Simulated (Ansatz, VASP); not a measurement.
# Fe in VASP and in Ansatz

```
CELL_PARAMETERS angstrom
-1.40711 1.40711 1.40711
1.40711 -1.40711 1.40711
1.40711 1.40711 -1.40711
ATOMIC_POSITIONS crystal
Fe 0.00000 0.00000 0.00000
```

Alike in both runs: task single point; functional revPBE; k mesh 25 × 25 × 25; occupations fermi-dirac, width 0.05 eV; collinear spin.

|  | VASP | Ansatz |
| --- | --- | --- |
| version | VASP 6.6.1 | Ansatz 0.2.0 |
| potentials or method | VASP PAW PBE potentials, release 64 (Fe), cutoff 520 eV | plane waves (420 eV) with PAW, scalar-relativistic |
| valence electrons in the cell | 8 | 16 |

Ansatz gave:

```
pressure (GPa)                                                : 8.0
net moment per atom (μB)                                      : 2.15
size of the moment on the site where the two differ most (μB) : 2.20
```

Q: Estimate VASP's values.

A: Pressure (GPa): 7.5; net moment per atom (μB): 2.17; size of the moment on the site where the two differ most (μB): 2.16.

VASP's potentials were made for PBE, not for revPBE. Site moments also hang on the region over which each program counts them. With one functional, cell and mesh, what is left measures potentials, basis and numerics. VASP's potentials hold 8 valence electrons a cell and Ansatz's 16, so a difference there can come from the potentials and not from the codes.
